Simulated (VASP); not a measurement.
Crystal: TaN.

```
Ta N
1.0
     5.19600    0.00000    0.00000
    -2.59800    4.49987    0.00000
     0.00000    0.00000    2.91100
Ta N
3 3
Direct
  0.33333 0.66667 0.50000
  0.66667 0.33333 0.50000
  0.00000 0.00000 0.00000
  0.39285 0.00000 0.00000
  0.60715 0.60715 0.00000
  0.00000 0.39285 0.00000
```

```yaml
Program: VASP 6.6.1
Task: relaxation of cell and atoms
Functional: LDA
Potentials_or_basis: VASP PAW LDA potentials, release 64 (Ta_pv, N)
Cutoff: 600 eV
k_mesh: 5 × 5 × 8
Occupations: fermi-dirac, width 0.1 eV
Spin: no spin polarisation
```

At the start: pressure -8.3 GPa; volume 11.34 Å³/atom.

Task: Where does the relaxation end?

Result: Over 10 steps the energy falls by 7.7 meV/atom and the volume is 11.07 Å³/atom (-2.5 %); space group P-62m (No. 189, to 0.1 Å) before and after.

The path:
```csv
step,energy change (eV),largest force (eV/Å),pressure (GPa),volume (Å³)
1,0.0000,0.0605,-8.34,68.06
2,0.2510,0.3261,24.90,62.41
3,-0.0459,0.0457,-0.16,66.42
4,-0.0459,0.0481,0.03,66.38
5,-0.0459,0.0503,0.21,66.35
6,-0.0461,0.0091,0.12,66.36
7,-0.0462,0.0134,0.16,66.36
8,-0.0462,0.0124,0.16,66.36
9,-0.0461,0.0009,-0.29,66.44
10,-0.0462,0.0068,-0.04,66.39
```

Final structure:
```
Ta N
1.0
     5.16065    0.00000    0.00000
    -2.58032    4.46925    0.00000
     0.00000    0.00000    2.87850
Ta N
3 3
Cartesian
  0.0000 2.9795 1.4392
  2.5803 1.4898 1.4392
  0.0000 0.0000 0.0000
  2.0280 0.0000 0.0000
  1.5663 2.7129 0.0000
  -1.0140 1.7563 0.0000
```
